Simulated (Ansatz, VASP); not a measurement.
One calculation of BaTiO3, two programs

```xyz
5
Lattice="4.1296 0.0000 0.0000 0.0000 4.1296 0.0000 0.0000 0.0000 4.1296" Properties=species:S:1:pos:R:3 pbc="T T T"
Ba    2.0667    2.0648    2.0648
Ti    0.0700    0.0000    0.0000
O     1.9510    0.0000    0.0000
O    -0.0559    2.0648    0.0000
O    -0.0559    0.0000    2.0648
```

Change from the starting cell: mode 1 frozen in at -0.111 Å, equal normal strain along x, y and z +0.0250.

Alike in both runs: task single point; functional PBE; k mesh 8 × 8 × 8; occupations gaussian, width 0.05 eV; no spin polarisation; Hubbard terms Ti d U = 4.0 eV.

|  | VASP | Ansatz |
| --- | --- | --- |
| version | VASP 6.6.1 | Ansatz 0.2.0 |
| potentials or method | VASP PAW PBE potentials, release 64 (Ba_sv, Ti_sv, O), cutoff 520 eV | scalar-relativistic, plane waves, PAW |
| valence electrons in the cell | 40 | 40 |

|  | VASP | Ansatz | Ansatz less VASP |
| --- | --- | --- | --- |
| gap on the k mesh at the Fermi level (eV) | 2.07 | 2.12 | +0.044 |
| least direct gap on the mesh (eV) | 2.49 | 2.51 | +0.020 |
| pressure (GPa) | -5.7 | -8.5 | -2.73 |
| traceless stress, the component that is largest in VASP (GPa) | 2.55 | 1.96 | -0.583 |
| rms of the force components (eV/Å) | 0.086 | 0.113 | +0.0269 |

The programs project onto different local orbitals, so the same U acts differently, and such runs can settle in different states. Atom by atom the forces differ by 0.194 eV/Å (rms over components).

Spin-orbit coupling is off throughout.
